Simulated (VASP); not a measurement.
# W (P6_3/mmc) in VASP: single point with PBE

Aim: the single point of W with PBE.

Everything below comes from runs of VASP 6.6.1. Logs are shortened: lines on timing, memory, paths and dates and some standing lists are left out, and cuts for length are marked.

## Step 1: The cell of the first run

The structure is hexagonal, space group P6_3/mmc (No. 194). Conventional cell: a = 2.776 Å, b = 2.776 Å, c = 4.950 Å, α = 90.00°, β = 90.00°, γ = 120.00°. W (site symmetry -6m2) has 12 W at 2.78 to 2.95 Å within 3.7 Å.

## Step 2: Single point, PBE

File INCAR:

```
PREC     = Accurate       # precision mode
ENCUT    = 520            # plane-wave cutoff, eV
EDIFF    = 1E-6           # SCF threshold, eV
ISMEAR   = -1             # smearing method
SIGMA    = 0.05           # smearing width, eV
LREAL    = False          # projectors in reciprocal space
LASPH    = True           # aspherical terms in the spheres
NELM     = 60             # most SCF steps
ALGO     = Normal         # electronic algorithm
ISIF     = 2              # what is computed and relaxed
LWAVE    = False          # write WAVECAR
LCHARG   = True           # write CHGCAR
GGA      = PE             # functional
LELF     = True           # ELF
LVHAR    = True         
NBANDS   = 21             # bands
```

File KPOINTS:

```
regular mesh
0
Gamma
  19 19 10
```

File POSCAR:

```
W
1.0
    2.7764325729      0.0000000000      0.0000000000
   -1.3882162865      2.4044611401      0.0000000000
    0.0000000000      0.0000000000      4.9503244048
W
2
Direct
    0.3333333333      0.6666666667      0.2500000000
    0.6666666667      0.3333333333      0.7500000000
```

Potentials or basis: VASP PAW PBE potentials, release 64 (W_sv).

Run with:

```
> cat potpaw_PBE.64/W_sv/POTCAR > POTCAR
> mpirun -np 1 vasp_std > vasp.out
```

OUTCAR:

```text
PREC = Accurate
   ENCUT = 520
   EDIFF = 1E-6
   ISMEAR = -1
   LREAL = False
   LASPH = True
   NELM = 60
   ISIF = 2
   GGA = PE

 ion  position               nearest neighbor table
   1  0.333  0.667  0.250-   2 2.95   2 2.95   2 2.95   2 2.95   2 2.95   2 2.95
   2  0.667  0.333  0.750-   1 2.95   1 2.95   1 2.95   1 2.95   1 2.95   1 2.95

  LATTYP: Found a hexagonal cell.
 ALAT       =     2.7764325729
 C/A-ratio  =     1.7829802363

  Lattice vectors:

 A1 = (   2.7764325729,   0.0000000000,   0.0000000000)
 A2 = (  -1.3882162865,   2.4044611401,   0.0000000000)
 A3 = (   0.0000000000,   0.0000000000,   4.9503244048)

Analysis of symmetry for initial positions (statically):
=====================================================================
 Subroutine PRICEL returns:
 Original cell was already a primitive cell.

 Routine SETGRP: Setting up the symmetry group for a
 hexagonal supercell.

 Subroutine GETGRP returns: Found 24 space group operations
 (whereof 12 operations were pure point group operations)
 out of a pool of 24 trial point group operations.

The static configuration has the point symmetry D_3d.
 The point group associated with its full space group is D_6h.

Analysis of symmetry for dynamics (positions and initial velocities):
=====================================================================
 Subroutine PRICEL returns:
 Original cell was already a primitive cell.

 Routine SETGRP: Setting up the symmetry group for a
 hexagonal supercell.

 Subroutine GETGRP returns: Found 24 space group operations
 (whereof 12 operations were pure point group operations)
 out of a pool of 24 trial point group operations.

The dynamic configuration has the point symmetry D_3d.
 The point group associated with its full space group is D_6h.

 Subroutine INISYM returns: Found 24 space group operations
 (whereof 12 operations are pure point group operations),
 and found     1 'primitive' translations

----------------------------------------------------------------------------------------

                                     Primitive cell

  volume of cell :      33.0475

  direct lattice vectors                    reciprocal lattice vectors
     2.776432573  0.000000000  0.000000000     0.360174423  0.207946800  0.000000000
    -1.388216287  2.404461140  0.000000000     0.000000000  0.415893600  0.000000000
     0.000000000  0.000000000  4.950324405     0.000000000  0.000000000  0.202006963

  length of vectors
     2.776432573  2.776432573  4.950324405     0.415893600  0.415893600  0.202006963

  position of ions in fractional coordinates (direct lattice)
     0.333333333  0.666666667  0.250000000
     0.666666667  0.333333333  0.750000000

  ion indices of the primitive-cell ions
   primitive index   ion index
                 1           1
                 2           2

----------------------------------------------------------------------------------------

 KPOINTS: regular mesh

Automatic generation of k-mesh.
 Grid dimensions read from file:
 generate k-points for:   19   19   10

 Generating k-lattice:

  Cartesian coordinates                     Fractional coordinates (reciprocal lattice)
     0.018956549  0.010944568  0.000000000     0.052631579  0.000000000  0.000000000
     0.000000000  0.021889137  0.000000000     0.000000000  0.052631579  0.000000000
     0.000000000  0.000000000  0.020200696     0.000000000  0.000000000  0.100000000

  Length of vectors
     0.021889137  0.021889137  0.020200696

  Shift w.r.t. Gamma in fractional coordinates (k-lattice)
     0.000000000  0.000000000  0.000000000

 Subroutine IBZKPT returns following result:
 ===========================================

 Found    240 irreducible k-points:

 Following reciprocal coordinates:
            Coordinates               Weight
  0.000000  0.000000  0.000000      1.000000
  0.052632 -0.000000  0.000000      6.000000
  0.105263 -0.000000  0.000000      6.000000
  0.157895 -0.000000  0.000000      6.000000
  0.210526  0.000000  0.000000      6.000000
  0.263158 -0.000000  0.000000      6.000000
[... 16 lines left out ...]
  0.263158  0.105263  0.000000     12.000000
  0.315789  0.105263  0.000000     12.000000
 [... further k-points ...]
   k-points           NKPTS =    240   k-points in BZ     NKDIM =    240   number of bands    NBANDS=     21
   number of dos      NEDOS =    301   number of ions     NIONS =      2
   total plane-waves  NPLWV =  23040
   dimension x,y,z NGX =    24 NGY =   24 NGZ =   40
   dimension x,y,z NGXF=    48 NGYF=   48 NGZF=   80
   ions per type =               2
   NGX,Y,Z   is equivalent  to a cutoff of  14.37, 14.37, 13.43 a.u.
   NGXF,Y,Z  is equivalent  to a cutoff of  28.74, 28.74, 26.87 a.u.
 SYSTEM =  unknown system
   PREC   = accura    normal or accurate (medium, high low for compatibility)
   ISTART =      0    job   : 0-new  1-cont  2-samecut
   ICHARG =      2    charge: 1-file 2-atom 10-const
   ISPIN  =      1    spin polarized calculation?
   LNONCOLLINEAR =      F non collinear calculations
   LSORBIT =      F    spin-orbit coupling
   LASPH  =      T    aspherical Exc in radial PAW
   ENCUT  =  520.0 eV  38.22 Ry    6.18 a.u.   5.16  5.16  9.20*2*pi/ulx,y,z
   NELM   =     60;   NELMIN=  2; NELMDL= -5     # of ELM steps
   EDIFF  = 0.1E-05   stopping-criterion for ELM
   LREAL  =      F    real-space projection
   EDIFFG = 0.1E-04   stopping-criterion for IOM
   NSW    =      0    number of steps for IOM
   IBRION =     -1    ionic relax: 0-MD 1-quasi-New 2-CG
   NFREE  =      0    steps in history (QN), initial steepest desc. (CG)
   ISIF   =      2    stress and relaxation
   ISYM   =      2    0-nonsym 1-usesym 2-fastsym
   POTIM  = 0.5000    time-step for ionic-motion
   TEBEG  =    0.0;   TEEND  =   0.0 temperature during run
   PSTRESS=    0.0 pullay stress
   NELECT =      28.0000    total number of electrons
   NUPDOWN=      -1.0000    fix difference up-down
   EMIN   =  10.00;   EMAX   =-10.00  energy-range for DOS
   EFERMI =   0.00;   METHOD = LEGACY
   ISMEAR =    -1;   SIGMA  =   0.05  broadening in eV -4-tet -1-fermi 0-gaus
   EFERMI_NEDOS =   21; number of points for ismear=-14 and -15
   IALGO  =     38    algorithm
   IMIX   =      4    mixing-type and parameters
     AMIX     =   0.40;   BMIX     =  1.00
     AMIX_MAG =   1.60;   BMIX_MAG =  1.00
  volume/ion in A,a.u.               =      16.52       111.51
  Fermi-wavevector in a.u.,A,eV,Ry     =   1.549107  2.927387 32.650329  2.399731
  Thomas-Fermi vector in A             =   2.653961
   LORBIT       =      0    0 simple, 1 ext, 2 COOP (PROOUT), +10 PAW based schemes
   GGA     = PE    functional components
   LHFCALC =     F    Hartree Fock is set to
   AEXX    =    0.0000 exact exchange contribution
   IVDW    =     0    specifies the selected vdW correction
   LEPSILON=     F    determine dielectric tensor
   LRPA    =     F    only Hartree local field effects (RPA)
 non-spin polarized calculation
  energy-cutoff  :      520.00
  volume of cell :       33.05
 maximum number of plane-waves:       902
 NGX is ok and might be reduce to    24
   NGX = 11   NGY = 11   NGZ = 19

 number of electron      28.0000002 magnetization

 Free energy of the ion-electron system (eV)
  ---------------------------------------------------
  ext. energy  EPLUGINS =         0.00000000
  ---------------------------------------------------
  free energy    TOTEN  =       -24.91749140 eV

  energy without entropy =      -24.90038434  energy(sigma->0) =      -24.90893787

 E-fermi :  10.4835     XC(G=0): -13.3890

 val. band max:       10.4819647677   @ k =   0.3684   0.1053   0.1000
 cond. band min:      10.4945814248   @ k =   0.2632   0.1579   0.0000
 fundamental gap:      0.0126166572
 Fermi energy:        10.4834726588

 k-point     1 :       0.0000    0.0000    0.0000
  band No.  band energies     occupation
      1     -63.2912      2.00000
      2     -63.2225      2.00000
      3     -27.9984      2.00000
      4     -27.1075      2.00000
      5     -26.9128      2.00000
      6     -26.9128      2.00000
[... 13 lines left out ...]
     20      14.7455      0.00000
     21      19.1990      0.00000

 k-point     2 :       0.0526   -0.0000    0.0000
  band No.  band energies     occupation
      1     -63.2881      2.00000
      2     -63.2202      2.00000
      3     -27.9887      2.00000
      4     -27.1086      2.00000
      5     -26.9448      2.00000
      6     -26.9215      2.00000
[... 13 lines left out ...]
     20      15.0539      0.00000
     21      19.1823      0.00000

 k-point     3 :       0.1053   -0.0000    0.0000
  band No.  band energies     occupation
      1     -63.2792      2.00000
      2     -63.2137      2.00000
      3     -27.9602      2.00000
      4     -27.1120      2.00000
      5     -27.0370      2.00000
      6     -26.9482      2.00000
[... 13 lines left out ...]
     20      15.7886      0.00000
     21      19.1134      0.00000

 k-point     4 :       0.1579   -0.0000    0.0000
  band No.  band energies     occupation
      1     -63.2651      2.00000
      2     -63.2037      2.00000
      3     -27.9149      2.00000
      4     -27.1783      2.00000
      5     -27.1186      2.00000
      6     -27.0897      2.00000
[... 13 lines left out ...]
     20      16.7122      0.00000
     21      18.9633      0.00000

 k-point     5 :       0.2105    0.0000    0.0000
  band No.  band energies     occupation
      1     -63.2475      2.00000
      2     -63.1914      2.00000
      3     -27.8556      2.00000
      4     -27.3523      2.00000
      5     -27.2610      2.00000
      6     -27.1294      2.00000
[... 13 lines left out ...]
     20      17.6983      0.00000
     21      18.7324      0.00000
[... 382 lines left out ...]
     20      18.2451      0.00000
     21      18.6695      0.00000

 k-point    22 :       0.2105    0.1053    0.0000
  band No.  band energies     occupation
      1     -63.2218      2.00000
      2     -63.1745      2.00000
      3     -27.7640      2.00000
      4     -27.5479      2.00000
      5     -27.4866      2.00000
      6     -27.1516      2.00000
[... 13 lines left out ...]
     20      18.4860      0.00000
     21      19.2290      0.00000

 k-point    23 :       0.2632    0.1053    0.0000
  band No.  band energies     occupation
      1     -63.2031      2.00000
      2     -63.1631      2.00000
      3     -27.7104      2.00000
      4     -27.6918      2.00000
      5     -27.6285      2.00000
      6     -27.1747      2.00000
[... 13 lines left out ...]
     20      18.4688      0.00000
     21      20.1610      0.00000

 k-point    24 :       0.3158    0.1053    0.0000
  band No.  band energies     occupation
      1     -63.1863      2.00000
      2     -63.1539      2.00000
      3     -27.8488      2.00000
      4     -27.7488      2.00000
      5     -27.6206      2.00000
      6     -27.2269      2.00000
[... 13 lines left out ...]
     20      18.8116      0.00000
     21      20.9685      0.00000

 [... further k-points ...]
[... 5 lines left out ...]
  --------------------------------------------------------------------------------------
  -------------------------------------------------------------------------------------
  Total        0.0981071      0.0981071      0.0661821     -0.0000000      0.0000000     -0.0000000
  in kB        4.7563369      4.7563369      3.2085773     -0.0000000      0.0000000     -0.0000000
  external PRESSURE =       4.2404170 kB  Pullay stress =       0.0000000 kB

 VOLUME and BASIS-vectors are now :
 -----------------------------------------------------------------------------
  energy-cutoff  :      520.00
  volume of cell :       33.05
      direct lattice vectors                 reciprocal lattice vectors
     2.776432573  0.000000000  0.000000000     0.360174423  0.207946800  0.000000000
    -1.388216287  2.404461140  0.000000000     0.000000000  0.415893600  0.000000000
     0.000000000  0.000000000  4.950324405     0.000000000  0.000000000  0.202006963

 POSITION                                       TOTAL-FORCE (eV/Angst)
 -----------------------------------------------------------------------------------
     -0.00000      1.60297      1.23758        -0.000000      0.000000      0.000000
      1.38822      0.80149      3.71274         0.000000     -0.000000      0.000000
 -----------------------------------------------------------------------------------
    total drift:                               -0.000000      0.000000     -0.000000

  FREE ENERGIE OF THE ION-ELECTRON SYSTEM (eV)
  ---------------------------------------------------
  free  energy   TOTEN  =       -24.9174913952 eV

  energy  without entropy=      -24.9003843408  energy(sigma->0) =      -24.90893787
```

Run time: 71 s. Hardware: 1 thread of Intel Xeon 6975P-C (Granite Rapids), shared host; peak memory 0.25 GiB.

Results:

* Free energy: -24.9175 eV
* Pressure: 0.4 GPa
* Band gap on the k mesh: zero (band 14 reaches 11.82 eV, above the bottom of band 15 at 10.08 eV)

Caveat: spin-orbit coupling is left out, which moves the levels of the heavy elements.
